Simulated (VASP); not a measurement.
# Al3Cu2 (P-3m1) in VASP: further runs, part 2 of 2

VASP 6.6.1.

## 3. Relaxation of cell and atoms, PBEsol, target pressure 50 GPa, at which the enthalpy is minimised

This run uses another cell than the first one, of 11.46 Å³/atom.

File INCAR:

```
SYSTEM = Al3Cu2
PREC     = Accurate       ! precision mode
ENCUT    = 600            ! plane-wave cutoff, eV
EDIFF    = 1E-6           ! SCF threshold, eV
ISMEAR   = 0              ! smearing method
SIGMA    = 0.1            ! smearing width, eV
LREAL    = .False.        ! projectors in reciprocal space
LASPH    = .True.         ! aspherical terms in the spheres
NELM     = 80             ! most SCF steps
ALGO     = Fast           ! electronic algorithm
ISIF     = 3              ! what is computed and relaxed
LWAVE    = .False.        ! write WAVECAR
LCHARG   = .False.        ! write CHGCAR
GGA      = PS             ! functional
IBRION   = 2              ! ionic algorithm
NSW      = 70             ! ionic steps
EDIFFG   = -0.008         ! ionic threshold
PSTRESS  = 500.0
```

File KPOINTS:

```
regular mesh
0
Gamma
  12 12 8
  0 0 0
```

File POSCAR:

```
Al3Cu2
1.0
    3.7866804544      0.0000000000      0.0000000000
   -1.8933402272      3.2793614695      0.0000000000
    0.0000000000      0.0000000000      4.6146494191
Al Cu
3 2
Direct
    0.0000000000      0.0000000000      0.0000000000
    0.3333333333      0.6666666667      0.3538887630
    0.6666666667      0.3333333333      0.6461112370
    0.3333333333      0.6666666667      0.8443282118
    0.6666666667      0.3333333333      0.1556717882
```

Potentials or basis: VASP PAW PBE potentials, release 64 (Al, Cu).

Launch:

```bash
cat potpaw_PBE.64/Al/POTCAR potpaw_PBE.64/Cu/POTCAR > POTCAR
mpirun -np 1 vasp_std > vasp.out
```

It took 15 min on 1 thread of AMD EPYC 7R13 (Zen 3), shared host; peak memory 0.28 GiB.

It converged, with:

| Quantity | Value |
| --- | --- |
| Free energy | -19.7025 eV |
| Relaxed volume | 11.29 Å³/atom |
| Relaxed cell | a = 3.765 Å, b = 3.765 Å, c = 4.598 Å, α = 90.00°, β = 90.00°, γ = 120.00° |
| Space group after relaxing (to 0.1 Å) | P-3m1 (No. 164) |
| Energy change on relaxing (the run minimises the enthalpy) | +50.6 meV/atom |
| Ionic steps | 12 |
| Pressure after relaxing | 50.0 GPa |
| Band gap on the k mesh | zero (an odd number of electrons rules out a gap without spin polarisation) |

Forces on the atoms (eV/Å):
```
Al   0.000  0.000  0.000
Al   0.000  0.000  0.003
Al   0.000  0.000 -0.003
Cu   0.000  0.000 -0.001
Cu   0.000  0.000  0.001
```

Stress tensor (GPa, compression positive):
```
50.07  0.00  0.00
 0.00 50.07  0.00
 0.00  0.00 49.96
```

Step by step:
| step | energy change (eV) | largest force (eV/Å) | pressure (GPa) | volume (Å³) |
| --- | --- | --- | --- | --- |
| 1 | 0.0000 | 0.0885 | 45.52 | 57.30 |
| 2 | 0.8589 | 0.0530 | 60.47 | 54.69 |
| 3 | 0.2603 | 0.0781 | 50.46 | 56.43 |
| 4 | 0.2384 | 0.0792 | 49.73 | 56.50 |
| 5 | 0.2482 | 0.0788 | 49.80 | 56.47 |
| 6 | 0.2543 | 0.0785 | 49.94 | 56.45 |
| 7 | 0.2529 | 0.0235 | 49.87 | 56.45 |
| 8 | 0.2528 | 0.0299 | 50.06 | 56.45 |
| 9 | 0.2527 | 0.0298 | 49.86 | 56.45 |
| 10 | 0.2528 | 0.0322 | 50.00 | 56.45 |
| 11 | 0.2530 | 0.0062 | 49.92 | 56.45 |
| 12 | 0.2531 | 0.0026 | 50.03 | 56.45 |

Final structure:
```yaml
crystal:
  lattice:
    - [3.76522, 0.00000, 0.00000]
    - [-1.88261, 3.26078, 0.00000]
    - [0.00000, 0.00000, 4.59798]
  atoms:
    - { symbol: Al, position: [0.00000, 0.00000, 0.00000] }
    - { symbol: Al, position: [0.33333, 0.66667, 0.35512] }
    - { symbol: Al, position: [0.66667, 0.33333, 0.64488] }
    - { symbol: Cu, position: [0.33333, 0.66667, 0.84495] }
    - { symbol: Cu, position: [0.66667, 0.33333, 0.15505] }
```

Levels at points of the mesh, in eV from the Fermi level:
| k point | band 11 | band 12 | band 13 | band 14 | band 15 | band 16 | band 17 | band 18 | band 19 |
| --- | --- | --- | --- | --- | --- | --- | --- | --- | --- |
| (0.00, 0.00, 0.00) | -5.12 | -4.44 | -4.44 | -0.38 | -0.38 | 1.57 | 1.57 | 3.95 | 3.99 |
| (0.50, 0.00, 0.00) | -5.27 | -5.05 | -3.78 | -3.71 | -3.13 | -0.62 | 0.23 | 0.80 | 3.40 |
| (0.00, 0.00, 0.50) | -5.16 | -5.16 | 1.15 | 1.15 | 1.36 | 1.36 | 1.57 | 3.18 | 3.20 |
| (0.50, 0.00, 0.50) | -5.29 | -5.20 | -5.06 | -4.19 | -2.24 | -0.23 | 0.86 | 1.70 | 5.61 |

Caveat: the cell is relaxed towards a set pressure, so the run minimises the enthalpy, not the energy; the PAW data sets were made with another functional, which shifts forces and pressure a little.

## 4. Relaxation of cell and atoms, PBEsol, target pressure 25 GPa, at which the enthalpy is minimised

This run uses another cell than the first one, of 12.34 Å³/atom.

File INCAR:

```
SYSTEM = Al3Cu2
PREC = Accurate
ENCUT = 600
EDIFF = 1E-6
ISMEAR = 0
SIGMA = 0.1
LREAL = .FALSE.
LASPH = .TRUE.
NELM = 80
ALGO = Fast
ISIF = 3
LWAVE = .FALSE.
LCHARG = .FALSE.
GGA = PS
IBRION = 2
NSW = 70
EDIFFG = -0.008
PSTRESS = 250.0
```

File KPOINTS:

```
Automatic mesh
0
G
  12 12 8
  0 0 0
```

File POSCAR:

```
Al3Cu2
1.0
    3.8821571767      0.0000000000      0.0000000000
   -1.9410785883      3.3620467365      0.0000000000
    0.0000000000      0.0000000000      4.7265349966
Al Cu
3 2
Direct
    0.0000000000      0.0000000000      0.0000000000
    0.3333333333      0.6666666667      0.3528294551
    0.6666666667      0.3333333333      0.6471705449
    0.3333333333      0.6666666667      0.8434234734
    0.6666666667      0.3333333333      0.1565765266
```

Launch:

```bash
cat potpaw_PBE.64/Al/POTCAR potpaw_PBE.64/Cu/POTCAR > POTCAR
mpirun -np 1 vasp_std > vasp.out
```

Run time: 18 min. Hardware: 1 thread of AMD EPYC 7R13 (Zen 3), shared host; peak memory 0.3 GiB.

It converged, with:

* Free energy: -21.0110 eV
* Relaxed volume: 12.44 Å³/atom
* Relaxed cell: a = 3.891 Å, b = 3.891 Å, c = 4.743 Å, α = 90.00°, β = 90.00°, γ = 120.00°
* Space group after relaxing (to 0.1 Å): P-3m1 (No. 164)
* Energy change on relaxing (the run minimises the enthalpy): -16.3 meV/atom
* Ionic steps: 14
* Pressure after relaxing: 24.9 GPa
* Largest force after relaxing: 0.004 eV/Å
* Band gap on the k mesh: zero (an odd number of electrons rules out a gap without spin polarisation)

Forces in eV/Å, atoms in the order of the input:
```
Al   0.000  0.000  0.000
Al   0.000  0.000 -0.001
Al   0.000  0.000  0.001
Cu   0.000  0.000  0.004
Cu   0.000  0.000 -0.004
```

Step by step:
```csv
step,energy change (eV),largest force (eV/Å),pressure (GPa),volume (Å³)
1,0.0000,0.0665,26.58,61.69
2,-0.1698,0.0175,22.78,62.79
3,-0.0851,0.0369,24.92,62.22
4,-0.0835,0.0375,24.99,62.21
5,-0.0815,0.0152,24.76,62.19
6,-0.0789,0.0123,25.01,62.18
7,-0.0795,0.0197,24.92,62.18
8,-0.0793,0.0149,25.14,62.18
9,-0.0934,0.0146,24.82,62.27
10,-0.0866,0.0113,24.85,62.23
11,-0.0839,0.0123,24.86,62.21
12,-0.0816,0.0147,24.93,62.19
13,-0.0813,0.0043,24.82,62.19
14,-0.0813,0.0043,24.94,62.19
```

Final structure:
```yaml
crystal:
  lattice:
    - [3.89129, 0.00000, 0.00000]
    - [-1.94564, 3.36995, 0.00000]
    - [0.00000, 0.00000, 4.74262]
  atoms:
    - { symbol: Al, position: [0.00000, 0.00000, 0.00000] }
    - { symbol: Al, position: [0.33333, 0.66667, 0.35389] }
    - { symbol: Al, position: [0.66667, 0.33333, 0.64611] }
    - { symbol: Cu, position: [0.33333, 0.66667, 0.84429] }
    - { symbol: Cu, position: [0.66667, 0.33333, 0.15571] }
```

Levels at points of the mesh, in eV from the Fermi level:
```tsv
k point	band 13	band 14	band 15	band 16	band 17	band 18
(0.00, 0.00, 0.00)	-4.12	-0.32	-0.32	1.46	1.46	3.38
(0.50, 0.00, 0.00)	-3.51	-3.43	-2.92	-0.68	0.27	0.44
(0.00, 0.00, 0.50)	1.21	1.21	1.28	1.28	1.67	2.84
(0.50, 0.00, 0.50)	-4.68	-3.92	-2.06	-0.22	0.80	1.39
```

Caveat: the cell is relaxed towards a set pressure, so the run minimises the enthalpy, not the energy; the PAW data sets were made with another functional, which shifts forces and pressure a little.

## 5. The runs side by side

| cell | gap on the mesh (eV) | pressure (GPa) |
| --- | --- | --- |
| relaxed to 90 GPa from a = 3.665, b = 3.665, c = 4.474 Å, angles 90.0, 90.0, 120.0°, 5 atoms, atomic positions A | none | 89.9 |
| relaxed to 50 GPa from a = 3.787, b = 3.787, c = 4.615 Å, angles 90.0, 90.0, 120.0°, 5 atoms, atomic positions B | none | 50.0 |
| relaxed to 25 GPa from a = 3.882, b = 3.882, c = 4.727 Å, angles 90.0, 90.0, 120.0°, 5 atoms, atomic positions C | none | 24.9 |

Alike in all rows: task relaxation of cell and atoms; level PBEsol; potentials or basis VASP PAW PBE potentials, release 64 (Al, Cu); no spin polarisation; k mesh 12 × 12 × 8; cutoff (eV) 600; smearing gaussian 0.1 eV.

Caveats: the cell is relaxed towards a set pressure, so the run minimises the enthalpy, not the energy; the PAW data sets were made with another functional, which shifts forces and pressure a little.

Absolute energies hang on the potentials; compare differences alone.
